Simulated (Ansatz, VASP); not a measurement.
# Two plane-wave programs on PbSe

```xyz
2
Lattice="0.0000 3.0332 3.2865 3.0332 0.0000 3.2865 3.0332 3.0332 0.0000" Properties=species:S:1:pos:R:3 pbc="T T T"
Pb    0.0000    0.0000    0.0000
Se    3.0332    3.0332    3.2865
```

Alike in both runs: task single point; functional PBE; dispersion D3(BJ); k mesh 10 × 10 × 10; occupations gaussian, width 0.03 eV; no spin polarisation.

```csv
,VASP,Ansatz
version,VASP 6.6.1,Ansatz 0.2.0
potentials or method,"VASP PAW PBE potentials, release 64 (Pb_d, Se), cutoff 520 eV","scalar-relativistic, plane waves, PAW"
valence electrons in the cell,20,30
```

|  | VASP | Ansatz | Ansatz less VASP |
| --- | --- | --- | --- |
| gap on the k mesh at the Fermi level (eV) | 0.32 | 0.31 | -0.004 |
| least direct gap on the mesh (eV) | 0.32 | 0.31 | -0.004 |
| pressure (GPa) | -1.3 | -1.3 | +0.02 |
| traceless stress, the component that is largest in VASP (GPa) | -4.62 | -4.60 | +0.013 |

VASP's potentials hold 20 valence electrons a cell and Ansatz's 30, so a difference there can come from the potentials and not from the codes.

Spin-orbit coupling is off throughout.
